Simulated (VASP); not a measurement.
Here is a VASP 6.6.1 calculation.

File INCAR:

```
  PREC = Accurate
  ENCUT = 520
  EDIFF = 1E-6
  ISMEAR = -1
  SIGMA = 0.1
  LREAL = False
  LASPH = True
  NELM = 60
  ALGO = Normal
  ISIF = 2
  LWAVE = False
  LCHARG = True
  GGA = PS
  LELF = True
  LVHAR = True
  NBANDS = 25
```

Contents of KPOINTS:

```
Automatic mesh
0
Gamma
  7 7 10
```

Contents of POSCAR:

```
Ti
1.0
    4.5691265865      0.0000000000      0.0000000000
   -2.2845632933      3.9569798387      0.0000000000
    0.0000000000      0.0000000000      2.8010732552
Ti
3
Direct
    0.0000000000      0.0000000000      0.0000000000
    0.3333333333      0.6666666667      0.5000000000
    0.6666666667      0.3333333333      0.5000000000
```

Potentials or basis: VASP PAW PBE potentials, release 64 (Ti_sv).

The run is started by

```bash
$ cat potpaw_PBE.64/Ti_sv/POTCAR > POTCAR
$ mpirun -np 1 vasp_std > vasp.out
```

(1) Estimate the pressure.

(2) What does it give for the band gap on the k mesh?

Results:

(1) -2.9 GPa.

(2) zero (bands 18 and 19 overlap by 0.24 eV).

Caveat: the PAW data sets were made with another functional, which shifts forces and pressure a little.
